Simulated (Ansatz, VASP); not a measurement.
## Two plane-wave programs on Mg2CdS3

```xyz
6
Lattice="-1.8851 1.8851 8.0083 1.8851 -1.8851 8.0083 1.8851 1.8851 -8.0083" Properties=species:S:1:pos:R:3 pbc="T T T"
Mg    0.0000    0.0000   10.6896
Mg    0.0000    0.0000    5.3271
Cd    0.0000    0.0000    0.0000
S     0.0000    0.0000    2.7257
S     0.0000    0.0000   13.2910
S     0.0000    0.0000    8.0083
```

Alike in both runs: functional PBE; k mesh 10 × 10 × 10; occupations gaussian, width 0.02 eV; no spin polarisation.

Ansatz relaxed the structure, and its values are those at the end. VASP's run is a single point on that final structure, the one shown.

|  | VASP | Ansatz |
| --- | --- | --- |
| version | VASP 6.6.1 | Ansatz 0.2.0 |
| potentials or method | VASP PAW PBE potentials, release 64 (Mg, Cd, S), cutoff 520 eV | scalar-relativistic, plane waves, PAW |
| valence electrons in the cell | 34 | 58 |

|  | VASP | Ansatz | Ansatz less VASP |
| --- | --- | --- | --- |
| gap on the k mesh at the Fermi level (eV) | 1.25 | 1.25 | +0.007 |
| least direct gap on the mesh (eV) | 2.12 | 2.14 | +0.013 |
| pressure (GPa) | 0.0 | 0.0 | +0.01 |
| rms of the force components (eV/Å) | 0.008 | 0.001 | -0.0071 |

With one functional, cell and mesh, what is left measures potentials, basis and numerics. VASP's potentials hold 34 valence electrons a cell and Ansatz's 58, so a difference there can come from the potentials and not from the codes.
